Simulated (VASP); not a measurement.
Runs of VASP 6.6.1 on MgI2. The cells are those of the table. 

```tsv
cell	gap on the mesh (eV)	pressure (GPa)	largest force (eV/Å)
a = 4.163, b = 4.156, c = 6.877 Å, angles 93.8, 82.5, 120.1°, 3 atoms	3.37	1.9	0.44
a = 4.155, b = 4.154, c = 6.865 Å, angles 91.6, 86.8, 120.0°, 3 atoms	3.47	1.3	(a)
a = 4.154, b = 4.154, c = 6.863 Å, angles 91.1, 87.9, 120.0°, 3 atoms	3.49	1.3	0.11
a = 4.158, b = 4.155, c = 6.870 Å, angles 92.7, 84.6, 120.0°, 3 atoms	3.42	1.6	0.30
a = 4.157, b = 4.154, c = 6.867 Å, angles 87.9, 94.3, 120.0°, 3 atoms	3.44	1.4	(b)
```

Alike in all rows: task single point; level PBE; potentials or basis VASP PAW PBE potentials, release 64 (Mg, I); no spin polarisation; k mesh 6 × 6 × 4; cutoff (eV) 520; smearing gaussian 0.05 eV.

Task: Estimate the missing entries.

Result: (a) 0.17; (b) 0.23.

Caveats: spin-orbit coupling is left out, which moves the levels of the heavy elements.

A k mesh can miss the band edges, and the runs leave out spin-orbit coupling on I.
